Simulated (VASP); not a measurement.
# RbBr (I4mm) in VASP: further runs

RbBr is run at these levels: PBE; tasks: single point, relaxation of cell and atoms.

Program: VASP 6.6.1. These are calculated values, not measurements. Logs are shortened: lines on timing, memory, paths and dates and some standing lists are left out, and cuts for length are marked.

### 1 The cell of the first run

The structure is tetragonal, space group I4mm (No. 107). Conventional cell: a = 5.603 Å, b = 5.603 Å, c = 6.033 Å, α = 90.00°, β = 90.00°, γ = 90.00°. Rb (site symmetry 4mm) has 2 Br at 2.62 to 3.41 Å within 3.5 Å. Br (site symmetry 4mm) has 2 Rb at 2.62 to 3.41 Å within 3.5 Å.

The cell was generated, and may not be a known phase.

### 2 Single point, PBE

Input file INCAR:

```
SYSTEM = RbBr
PREC = Accurate ; ENCUT = 500
EDIFF = 1E-6 ; ISMEAR = 0
SIGMA = 0.1 ; LREAL = .FALSE.
LASPH = .TRUE. ; NELM = 120
ALGO = Normal ; ISIF = 2
LWAVE = .FALSE. ; LCHARG = .FALSE.
GGA = PE ; NBANDS = 15
GGA_COMPAT = .FALSE.
```

Input file KPOINTS:

```
Automatic mesh
0
G
  4 4 4
  0 0 0
```

Input file POSCAR:

```
RbBr
1.0
   -2.8016637500      2.8016637500      3.0162739400
    2.8016637500     -2.8016637500      3.0162739400
    2.8016637500      2.8016637500     -3.0162739400
Rb Br
1 1
Direct
    0.5867932700      0.5867932700      0.0000000000
    0.1517817400      0.1517817400      0.0000000000
```

Potentials or basis: VASP PAW PBE potentials, release 64 (Rb_sv, Br).

Launch:

```
$ cat potpaw_PBE.64/Rb_sv/POTCAR potpaw_PBE.64/Br/POTCAR > POTCAR
$ mpirun -np 1 vasp_std > vasp.out
```

OUTCAR:

```text
SYSTEM = RbBr
   PREC = Accurate
   ENCUT = 500
   EDIFF = 1E-6
   ISMEAR = 0
   LREAL = .FALSE.
   LASPH = .TRUE.
   NELM = 120
   ISIF = 2
   GGA = PE

 ion  position               nearest neighbor table
   1  0.587  0.587  0.000-   2 2.62   2 3.41   2 3.98   2 3.98   2 3.98   2 3.98
   2  0.152  0.152  0.000-   1 2.62   1 3.41   1 3.98   1 3.98   1 3.98   1 3.98

  LATTYP: Found a body centered tetragonal cell.
 ALAT       =     5.6033275000
 C/A-ratio  =     1.0766009804

  Lattice vectors:

 A1 = (  -2.8016637500,   2.8016637500,   3.0162739400)
 A2 = (   2.8016637500,  -2.8016637500,   3.0162739400)
 A3 = (   2.8016637500,   2.8016637500,  -3.0162739400)

Analysis of symmetry for initial positions (statically):
=====================================================================
 Subroutine PRICEL returns:
 Original cell was already a primitive cell.

 Routine SETGRP: Setting up the symmetry group for a
 body centered tetragonal supercell.

 Subroutine GETGRP returns: Found  8 space group operations
 (whereof  8 operations were pure point group operations)
 out of a pool of 16 trial point group operations.

The static configuration has the point symmetry C_4v.

Analysis of symmetry for dynamics (positions and initial velocities):
=====================================================================
 Subroutine PRICEL returns:
 Original cell was already a primitive cell.

 Routine SETGRP: Setting up the symmetry group for a
 body centered tetragonal supercell.

 Subroutine GETGRP returns: Found  8 space group operations
 (whereof  8 operations were pure point group operations)
 out of a pool of 16 trial point group operations.

The dynamic configuration has the point symmetry C_4v.

 Subroutine INISYM returns: Found  8 space group operations
 (whereof  8 operations are pure point group operations),
 and found     1 'primitive' translations

----------------------------------------------------------------------------------------

                                     Primitive cell

  volume of cell :      94.7028

  direct lattice vectors                    reciprocal lattice vectors
    -2.801663750  2.801663750  3.016273940     0.000000000  0.178465385  0.165767437
     2.801663750 -2.801663750  3.016273940     0.178465385  0.000000000  0.165767437
     2.801663750  2.801663750 -3.016273940     0.178465385  0.178465385  0.000000000

  length of vectors
     4.979613240  4.979613240  4.979613240     0.243574910  0.243574910  0.252388168

  position of ions in fractional coordinates (direct lattice)
     0.586793270  0.586793270  0.000000000
     0.151781740  0.151781740  0.000000000

  ion indices of the primitive-cell ions
   primitive index   ion index
                 1           1
                 2           2

----------------------------------------------------------------------------------------

 KPOINTS: Automatic mesh

Automatic generation of k-mesh.
 Grid dimensions read from file:
 generate k-points for:    4    4    4

 Generating k-lattice:

  Cartesian coordinates                     Fractional coordinates (reciprocal lattice)
     0.000000000  0.044616346  0.041441859     0.250000000  0.000000000  0.000000000
     0.044616346  0.000000000  0.041441859     0.000000000  0.250000000  0.000000000
     0.044616346  0.044616346  0.000000000     0.000000000  0.000000000  0.250000000

  Length of vectors
     0.060893728  0.060893728  0.063097042

  Shift w.r.t. Gamma in fractional coordinates (k-lattice)
     0.000000000  0.000000000  0.000000000

 Subroutine IBZKPT returns following result:
 ===========================================

 Found     13 irreducible k-points:

 Following reciprocal coordinates:
            Coordinates               Weight
  0.000000  0.000000  0.000000      1.000000
  0.250000  0.000000 -0.000000      8.000000
  0.500000  0.000000 -0.000000      4.000000
  0.250000  0.250000 -0.000000      8.000000
  0.500000  0.250000 -0.000000     16.000000
 -0.250000  0.250000  0.000000      4.000000
  0.500000  0.500000 -0.000000      2.000000
  0.250000  0.250000  0.250000      2.000000
 -0.250000  0.250000  0.250000      4.000000
  0.500000  0.500000  0.250000      4.000000
 -0.250000  0.500000  0.250000      8.000000
 -0.250000 -0.250000  0.250000      2.000000
  0.500000  0.500000  0.500000      1.000000
   k-points           NKPTS =     13   k-points in BZ     NKDIM =     13   number of bands    NBANDS=     15
   number of dos      NEDOS =    301   number of ions     NIONS =      2
   total plane-waves  NPLWV =  46656
   dimension x,y,z NGX =    36 NGY =   36 NGZ =   36
   dimension x,y,z NGXF=    72 NGYF=   72 NGZF=   72
   ions per type =               1   1
   NGX,Y,Z   is equivalent  to a cutoff of  12.02, 12.02, 12.02 a.u.
   NGXF,Y,Z  is equivalent  to a cutoff of  24.04, 24.04, 24.04 a.u.
 SYSTEM =  RbBr
   PREC   = accura    normal or accurate (medium, high low for compatibility)
   ISTART =      0    job   : 0-new  1-cont  2-samecut
   ICHARG =      2    charge: 1-file 2-atom 10-const
   ISPIN  =      1    spin polarized calculation?
   LNONCOLLINEAR =      F non collinear calculations
   LSORBIT =      F    spin-orbit coupling
   LASPH  =      T    aspherical Exc in radial PAW
   ENCUT  =  500.0 eV  36.75 Ry    6.06 a.u.   9.08  9.08  9.08*2*pi/ulx,y,z
   NELM   =    120;   NELMIN=  2; NELMDL= -5     # of ELM steps
   EDIFF  = 0.1E-05   stopping-criterion for ELM
   LREAL  =      F    real-space projection
   EDIFFG = 0.1E-04   stopping-criterion for IOM
   NSW    =      0    number of steps for IOM
   IBRION =     -1    ionic relax: 0-MD 1-quasi-New 2-CG
   NFREE  =      0    steps in history (QN), initial steepest desc. (CG)
   ISIF   =      2    stress and relaxation
   ISYM   =      2    0-nonsym 1-usesym 2-fastsym
   POTIM  = 0.5000    time-step for ionic-motion
   TEBEG  =    0.0;   TEEND  =   0.0 temperature during run
   PSTRESS=    0.0 pullay stress
   NELECT =      16.0000    total number of electrons
   NUPDOWN=      -1.0000    fix difference up-down
   EMIN   =  10.00;   EMAX   =-10.00  energy-range for DOS
   EFERMI =   0.00;   METHOD = LEGACY
   ISMEAR =     0;   SIGMA  =   0.10  broadening in eV -4-tet -1-fermi 0-gaus
   EFERMI_NEDOS =   21; number of points for ismear=-14 and -15
   IALGO  =     38    algorithm
   IMIX   =      4    mixing-type and parameters
     AMIX     =   0.40;   BMIX     =  1.00
     AMIX_MAG =   1.60;   BMIX_MAG =  1.00
  volume/ion in A,a.u.               =      47.35       319.54
  Fermi-wavevector in a.u.,A,eV,Ry     =   0.905025  1.710249 11.144126  0.819070
  Thomas-Fermi vector in A             =   2.028543
   LORBIT       =      0    0 simple, 1 ext, 2 COOP (PROOUT), +10 PAW based schemes
   GGA     = PE    functional components
   LHFCALC =     F    Hartree Fock is set to
   AEXX    =    0.0000 exact exchange contribution
   IVDW    =     0    specifies the selected vdW correction
   LEPSILON=     F    determine dielectric tensor
   LRPA    =     F    only Hartree local field effects (RPA)
 non-spin polarized calculation
 Gauss-broadening in eV      SIGMA  =   0.10
  energy-cutoff  :      500.00
  volume of cell :       94.70
 maximum number of plane-waves:      2430
   NGX = 19   NGY = 19   NGZ = 19

 number of electron      16.0000002 magnetization

 Free energy of the ion-electron system (eV)
  ---------------------------------------------------
  ext. energy  EPLUGINS =         0.00000000
  ---------------------------------------------------
  free energy    TOTEN  =        -5.16626219 eV

  energy without entropy =       -5.16626219  energy(sigma->0) =       -5.16626219

 E-fermi :  -1.3857     XC(G=0):  -6.4911

 val. band max:       -1.8027243129   @ k =   0.0000   0.0000   0.0000
 cond. band min:       1.6030473376   @ k =   0.0000   0.0000   0.0000
 fundamental gap:      3.4057716505
 Fermi energy:        -1.3856793778

 k-point     1 :       0.0000    0.0000    0.0000
  band No.  band energies     occupation
      1     -26.8496      2.00000
      2     -14.6491      2.00000
      3     -11.0362      2.00000
      4     -10.9501      2.00000
      5     -10.9501      2.00000
      6      -2.4701      2.00000
      7      -2.4701      2.00000
      8      -1.8027      2.00000
      9       1.6030      0.00000
     10       4.7771      0.00000
     11       4.7771      0.00000
     12       5.0173      0.00000
     13       6.0888      0.00000
     14       6.9212      0.00000
     15       8.3558      0.00000

 k-point     2 :       0.2500    0.0000   -0.0000
  band No.  band energies     occupation
      1     -26.8466      2.00000
      2     -14.7221      2.00000
      3     -10.9794      2.00000
      4     -10.9664      2.00000
      5     -10.8347      2.00000
      6      -2.7372      2.00000
      7      -2.5779      2.00000
      8      -2.3117      2.00000
      9       2.5528      0.00000
     10       4.9216      0.00000
     11       5.2141      0.00000
     12       5.9122      0.00000
     13       6.0036      0.00000
     14       8.0874      0.00000
     15       8.3975      0.00000

 k-point     3 :       0.5000    0.0000   -0.0000
  band No.  band energies     occupation
      1     -26.8435      2.00000
      2     -14.7905      2.00000
      3     -10.9931      2.00000
      4     -10.9825      2.00000
      5     -10.6446      2.00000
      6      -3.0922      2.00000
      7      -2.6792      2.00000
      8      -2.6202      2.00000
      9       3.8928      0.00000
     10       4.7693      0.00000
     11       6.1791      0.00000
     12       6.6526      0.00000
     13       7.1482      0.00000
     14       7.2994      0.00000
     15       7.8323      0.00000
[... 145 lines left out ...]
 k-point    12 :      -0.2500   -0.2500    0.2500
  band No.  band energies     occupation
      1     -26.8438      2.00000
      2     -14.7897      2.00000
      3     -10.9864      2.00000
      4     -10.9864      2.00000
      5     -10.6502      2.00000
      6      -2.8853      2.00000
      7      -2.6310      2.00000
      8      -2.6310      2.00000
      9       2.8032      0.00000
     10       4.1337      0.00000
     11       5.8453      0.00000
     12       6.6400      0.00000
     13       6.6400      0.00000
     14       8.6866      0.00000
     15       8.6866      0.00000

 k-point    13 :       0.5000    0.5000    0.5000
  band No.  band energies     occupation
      1     -26.8406      2.00000
      2     -14.6414      2.00000
      3     -11.0885      2.00000
      4     -11.0299      2.00000
      5     -11.0299      2.00000
      6      -2.6353      2.00000
      7      -2.6353      2.00000
      8      -1.9899      2.00000
      9       3.1891      0.00000
     10       4.9990      0.00000
     11       5.6440      0.00000
     12       6.8477      0.00000
     13       6.8477      0.00000
     14       7.2452      0.00000
     15       8.5655      0.00000

------------------------ aborting loop because EDIFF is reached ----------------------------------------

  FORCE on cell =-STRESS in cart. coord.  units (eV):
  Direction    XX          YY          ZZ          XY          YZ          ZX
  --------------------------------------------------------------------------------------
  -------------------------------------------------------------------------------------
  Total       -0.6700185     -0.6700185      9.2148937      0.0000000      0.0000000      0.0000000
  in kB      -11.3353400    -11.3353400    155.8971293      0.0000000      0.0000000      0.0000000
  external PRESSURE =      44.4088164 kB  Pullay stress =       0.0000000 kB

 VOLUME and BASIS-vectors are now :
 -----------------------------------------------------------------------------
  energy-cutoff  :      500.00
  volume of cell :       94.70
      direct lattice vectors                 reciprocal lattice vectors
    -2.801663750  2.801663750  3.016273940     0.000000000  0.178465385  0.165767437
     2.801663750 -2.801663750  3.016273940     0.178465385  0.000000000  0.165767437
     2.801663750  2.801663750 -3.016273940     0.178465385  0.178465385  0.000000000

 POSITION                                       TOTAL-FORCE (eV/Angst)
 -----------------------------------------------------------------------------------
      0.00000      0.00000      3.53986         0.000000      0.000000      3.275072
      0.00000      0.00000      0.91563        -0.000000     -0.000000     -3.275072
 -----------------------------------------------------------------------------------
    total drift:                               -0.000000     -0.000000     -0.000147

  FREE ENERGIE OF THE ION-ELECTRON SYSTEM (eV)
  ---------------------------------------------------
  free  energy   TOTEN  =        -5.1662621942 eV

  energy  without entropy=       -5.1662621942  energy(sigma->0) =       -5.16626219
```

Run time: 36 s. Hardware: 1 thread of Intel Xeon 8259CL, shared host; peak memory 0.2 GiB.

Results:

```yaml
Free_energy: -5.1663 eV
Pressure: 4.4 GPa
Largest_force: 3.275 eV/Å
Band_gap_on_the_k_mesh: 3.41 eV
```

Forces on the atoms (eV/Å):
```
Rb   0.000  0.000  3.275
Br   0.000  0.000 -3.275
```

Levels at points of the mesh, in eV from the valence-band top:
| k point | band 5 | band 6 | band 7 | band 8 | band 9 | band 10 | band 11 | band 12 |
| --- | --- | --- | --- | --- | --- | --- | --- | --- |
| (0.00, 0.00, 0.00) | -9.15 | -0.67 | -0.67 | 0.00 | 3.41 | 6.58 | 6.58 | 6.82 |
| (0.50, 0.00, 0.00) | -8.84 | -1.29 | -0.88 | -0.82 | 5.70 | 6.57 | 7.98 | 8.46 |
| (0.50, 0.50, 0.00) | -9.15 | -1.02 | -0.72 | -0.07 | 5.68 | 5.75 | 7.17 | 8.55 |
| (0.50, 0.50, 0.50) | -9.23 | -0.83 | -0.83 | -0.19 | 4.99 | 6.80 | 7.45 | 8.65 |

Caveat: the stress differs along the axes, from -1 to 16 GPa; forces of over 1 eV/Å act on the atoms, so gaps and moduli don't describe the material at rest.

(Part 1 of 2 ends here.)
